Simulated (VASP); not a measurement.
# KF (Fm-3m) in VASP: further runs, part 2 of 2

VASP 6.6.1.

### Step 5. Relaxation of cell and atoms, PBEsol, target pressure 4 GPa, at which the enthalpy is minimised

This run uses another cell than the first one, of 18.70 Å³/atom.

Contents of INCAR:

```
PREC = Accurate
ENCUT = 600
EDIFF = 1E-7
ISMEAR = 0
SIGMA = 0.01
LREAL = False
LASPH = True
NELM = 80
ALGO = Normal
ISIF = 3
LWAVE = False
LCHARG = False
GGA = PS
IBRION = 2
NSW = 100
EDIFFG = -0.002
PSTRESS = 40.0
```

Contents of KPOINTS:

```
Automatic mesh
0
Gamma
  8 8 8
```

Contents of POSCAR:

```
KF
1.0
    0.0000000000      2.6541886808      2.6541886808
    2.6541886808      0.0000000000      2.6541886808
    2.6541886808      2.6541886808      0.0000000000
K F
1 1
Direct
    0.0000000000      0.0000000000      0.0000000000
    0.5000000000      0.5000000000      0.5000000000
```

Potentials or basis: VASP PAW PBE potentials, release 64 (K_sv, F).

Started as:

```
$ cat potpaw_PBE.64/K_sv/POTCAR potpaw_PBE.64/F/POTCAR > POTCAR
$ mpirun -np 1 vasp_std > vasp.out
```

OUTCAR:

```text
PREC = Accurate
   ENCUT = 600
   EDIFF = 1E-7
   ISMEAR = 0
   LREAL = False
   LASPH = True
   NELM = 80
   ISIF = 3
   GGA = PS
   IBRION = 2
   NSW = 100
   EDIFFG = -0.002
   PSTRESS = 40.0

 ion  position               nearest neighbor table
   1  0.000  0.000  0.000-   2 2.65   2 2.65   2 2.65   2 2.65   2 2.65   2 2.65
   2  0.500  0.500  0.500-   1 2.65   1 2.65   1 2.65   1 2.65   1 2.65   1 2.65

  LATTYP: Found a face centered cubic cell.
 ALAT       =     5.3083773616

  Lattice vectors:

 A1 = (   0.0000000000,   2.6541886808,   2.6541886808)
 A2 = (   2.6541886808,   0.0000000000,   2.6541886808)
 A3 = (   2.6541886808,   2.6541886808,   0.0000000000)

Analysis of symmetry for initial positions (statically):
=====================================================================
 Subroutine PRICEL returns:
 Original cell was already a primitive cell.

 Routine SETGRP: Setting up the symmetry group for a
 face centered cubic supercell.

 Subroutine GETGRP returns: Found 48 space group operations
 (whereof 48 operations were pure point group operations)
 out of a pool of 48 trial point group operations.

The static configuration has the point symmetry O_h .

Analysis of symmetry for dynamics (positions and initial velocities):
=====================================================================
 Subroutine PRICEL returns:
 Original cell was already a primitive cell.

 Routine SETGRP: Setting up the symmetry group for a
 face centered cubic supercell.

 Subroutine GETGRP returns: Found 48 space group operations
 (whereof 48 operations were pure point group operations)
 out of a pool of 48 trial point group operations.

The dynamic configuration has the point symmetry O_h .

 Subroutine INISYM returns: Found 48 space group operations
 (whereof 48 operations are pure point group operations),
 and found     1 'primitive' translations

[... 133 lines left out ...]

--------------------------------------- Ionic step        1  -------------------------------------------

 number of electron      16.0000003 magnetization

 Free energy of the ion-electron system (eV)
  ---------------------------------------------------
  ext. energy  EPLUGINS =         0.00000000
  ---------------------------------------------------
  free energy    TOTEN  =        -8.52164704 eV

  energy without entropy =       -8.52164704  energy(sigma->0) =       -8.52164704

------------------------ aborting loop because EDIFF is reached ----------------------------------------

  FORCE on cell =-STRESS in cart. coord.  units (eV):
  Direction    XX          YY          ZZ          XY          YZ          ZX
  --------------------------------------------------------------------------------------
  -------------------------------------------------------------------------------------
  Total        0.0010297      0.0010297      0.0010297     -0.0000000      0.0000000     -0.0000000
  in kB        0.0441178      0.0441178      0.0441178     -0.0000000      0.0000000     -0.0000000
  external PRESSURE =     -39.9558822 kB  Pullay stress =      40.0000000 kB
[... 139 lines left out ...]
--------------------------------------- Ionic step        5  -------------------------------------------

 number of electron      15.9999998 magnetization

 Free energy of the ion-electron system (eV)
  ---------------------------------------------------
  ext. energy  EPLUGINS =         0.00000000
  ---------------------------------------------------
  free energy    TOTEN  =        -8.48341223 eV

  energy without entropy =       -8.48341223  energy(sigma->0) =       -8.48341223

 E-fermi :  -2.5200     XC(G=0):  -9.1733

 val. band max:       -2.5827292961   @ k =   0.0000   0.0000   0.0000
 cond. band min:       4.0561074300   @ k =   0.0000   0.0000   0.0000
 fundamental gap:      6.6388367261
 Fermi energy:        -2.5199728809

 k-point     1 :       0.0000    0.0000    0.0000
  band No.  band energies     occupation
      1     -28.2561      2.00000
      2     -21.1696      2.00000
      3     -11.4612      2.00000
      4     -11.4612      2.00000
      5     -11.4612      2.00000
      6      -2.5827      2.00000
      7      -2.5827      2.00000
      8      -2.5827      2.00000
      9       4.0561      0.00000
     10       8.3411      0.00000
     11       8.3411      0.00000
     12       8.3411      0.00000
[... 331 lines left out ...]
 k-point    24 :      -0.3750    0.2500    0.1250
  band No.  band energies     occupation
      1     -28.0676      2.00000
      2     -21.3083      2.00000
      3     -11.9067      2.00000
      4     -11.7795      2.00000
      5     -11.5526      2.00000
      6      -3.2558      2.00000
      7      -2.9214      2.00000
      8      -2.8724      2.00000
      9       7.1504      0.00000
     10       7.9304      0.00000
     11       9.7179      0.00000
     12      10.7264      0.00000

 [... further k-points ...]

------------------------ aborting loop because EDIFF is reached ----------------------------------------

  FORCE on cell =-STRESS in cart. coord.  units (eV):
  Direction    XX          YY          ZZ          XY          YZ          ZX
  --------------------------------------------------------------------------------------
  -------------------------------------------------------------------------------------
  Total        0.8508014      0.8508014      0.8508014      0.0000000     -0.0000000      0.0000000
  in kB       40.0522192     40.0522192     40.0522192      0.0000000     -0.0000000      0.0000000
  external PRESSURE =       0.0522192 kB  Pullay stress =      40.0000000 kB
[... 21 lines left out ...]
  energy  without entropy=       -8.4834122257  energy(sigma->0) =       -8.48341223

  enthalpy is  TOTEN    =        -7.6337201292 eV   P V=        0.8496920965

 reached required accuracy - stopping structural energy minimisation
```

CONTCAR:

```text
KF
   1.00000000000000
    -0.0000000000000000    2.5721367706674072    2.5721367706674072
     2.5721367706674068    0.0000000000000000    2.5721367706674072
     2.5721367706674068    2.5721367706674072   -0.0000000000000000
  K               F
     1     1
Direct
     0.0000000000000000    0.0000000000000000    0.0000000000000000
     0.5000000000000000    0.5000000000000000    0.5000000000000000

  0.00000000E+00  0.00000000E+00  0.00000000E+00
  0.00000000E+00  0.00000000E+00  0.00000000E+00
```

Run time: 1.7 min. Hardware: 1 thread of Intel Xeon 8259CL, shared host; peak memory 0.19 GiB.

What came out:

```yaml
Free_energy: -8.4834 eV
Relaxed_volume: 17.02 Å³/atom
Relaxed_cell: a = 3.638 Å, b = 3.638 Å, c = 3.638 Å, α = 60.00°, β = 60.00°, γ = 60.00°
Space_group_after_relaxing_to_0.1_Å: Fm-3m (No. 225)
Energy_change_on_relaxing_the_run_minimises_the_enthalpy: +19.1 meV/atom
Ionic_steps: 5
Pressure_after_relaxing: 4.0 GPa
Band_gap_on_the_k_mesh: 6.64 eV
```

The path:
| step | energy change (eV) | largest force (eV/Å) | pressure (GPa) | volume (Å³) |
| --- | --- | --- | --- | --- |
| 1 | 0.0000 | 0.0000 | 0.00 | 37.40 |
| 2 | 0.0196 | 0.0000 | 2.72 | 34.93 |
| 3 | 0.0371 | 0.0000 | 3.94 | 34.08 |
| 4 | 0.0387 | 0.0000 | 4.03 | 34.01 |
| 5 | 0.0382 | 0.0000 | 4.01 | 34.03 |

Final structure:
```
CELL_PARAMETERS angstrom
0.00000 2.57214 2.57214
2.57214 0.00000 2.57214
2.57214 2.57214 0.00000
ATOMIC_POSITIONS crystal
K 0.00000 0.00000 0.00000
F 0.50000 0.50000 0.50000
```

Caveat: the cell is relaxed towards a set pressure, so the run minimises the enthalpy, not the energy; the PAW data sets were made with another functional, which shifts forces and pressure a little.

### Step 6. Summary

| task | cell | cutoff (eV) | gap on the mesh (eV) | pressure (GPa) |
| --- | --- | --- | --- | --- |
| single point | a = 3.717 Å, angles 60.0°, 2 atoms | 520 | 6.28 | 1.1 |
| relaxation of cell and atoms | relaxed to 1 GPa from a = 3.754 Å, angles 60.0°, 2 atoms | 600 | 6.27 | 1.0 |
| relaxation of cell and atoms | relaxed to 2 GPa from a = 3.754 Å, angles 60.0°, 2 atoms | 600 | 6.41 | 2.0 |
| relaxation of cell and atoms | relaxed to 4 GPa from a = 3.754 Å, angles 60.0°, 2 atoms | 600 | 6.64 | 4.0 |

Alike in all rows: level PBEsol; potentials or basis VASP PAW PBE potentials, release 64 (K_sv, F); no spin polarisation; k mesh 8 × 8 × 8; smearing gaussian 0.01 eV.

Caveats: the PAW data sets were made with another functional, which shifts forces and pressure a little; the cell is relaxed towards a set pressure, so the run minimises the enthalpy, not the energy (at least some runs).

Total energies depend on the potentials used, so only differences within one code and one set of settings carry meaning.
